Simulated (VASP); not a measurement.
## Cd2Pd3I: single point with PBE

Cd2Pd3I:

```
Cd Pd I
1.0
     4.09506    4.81682   -0.12383
     3.95470   -4.69287    0.06359
     1.30342    0.16796   -7.35067
Cd Pd I
4 6 2
Direct
  0.17286 0.85174 0.00461
  0.85928 0.17334 0.48956
  0.64102 0.33919 0.87169
  0.32426 0.61793 0.41728
  0.13884 0.06835 0.69888
  0.05555 0.15333 0.17828
  0.02906 0.48507 0.94721
  0.49015 0.02524 0.46735
  0.46754 0.35115 0.21177
  0.35809 0.46987 0.72560
  0.63699 0.87622 0.94236
  0.85691 0.63932 0.45965
```

- Program: VASP 6.6.1
- Task: single point
- Functional: PBE
- Potentials or basis: VASP PAW PBE potentials, release 64 (Cd, Pd, I)
- Cutoff: 520 eV
- k mesh: 3 × 3 × 2
- Occupations: gaussian, width 0.1 eV
- Spin: no spin polarisation

- Pressure: 7.2 GPa
- Largest force: 2.578 eV/Å
- Band gap on the k mesh: zero (band 61 reaches 4.67 eV, above the bottom of band 62 at 4.53 eV)

Forces on the atoms (eV/Å):
```
Cd   1.463 -0.004 -0.415
Cd   1.617  0.689 -1.218
Cd   0.527  1.232 -0.253
Cd  -0.060 -1.100  1.152
Pd   0.197 -0.154  0.237
Pd   0.907 -0.300  0.531
Pd  -2.433  0.845 -0.119
Pd  -1.811 -1.700  0.116
Pd  -0.629  0.747  0.118
Pd  -0.008 -0.361 -0.150
I   -0.001  0.985 -0.207
I    0.231 -0.879  0.207
```

Stress tensor (GPa, compression positive):
```
 7.23  0.03 -1.16
 0.03  8.75  0.08
-1.16  0.08  5.74
```

Levels at points of the mesh, in eV from the Fermi level:
| k point | band 58 | band 59 | band 60 | band 61 | band 62 | band 63 | band 64 | band 65 |
| --- | --- | --- | --- | --- | --- | --- | --- | --- |
| (0.00, 0.00, 0.00) | -0.86 | -0.51 | -0.44 | -0.15 | 0.53 | 0.71 | 1.09 | 1.41 |
| (0.00, 0.00, 0.50) | -0.88 | -0.65 | -0.59 | -0.06 | 0.10 | 1.31 | 1.41 | 1.76 |

It took 5.3 min on 1 thread of AMD EPYC 7R43 64-Core Processor (Zen 3), on a shared host, peak memory 0.39 GiB.

Caveat: the k points lie up to 0.43 Å⁻¹ apart; spin-orbit coupling is left out, which moves the levels of the heavy elements; forces of over 1 eV/Å act on the atoms, so gaps and moduli don't describe the material at rest.
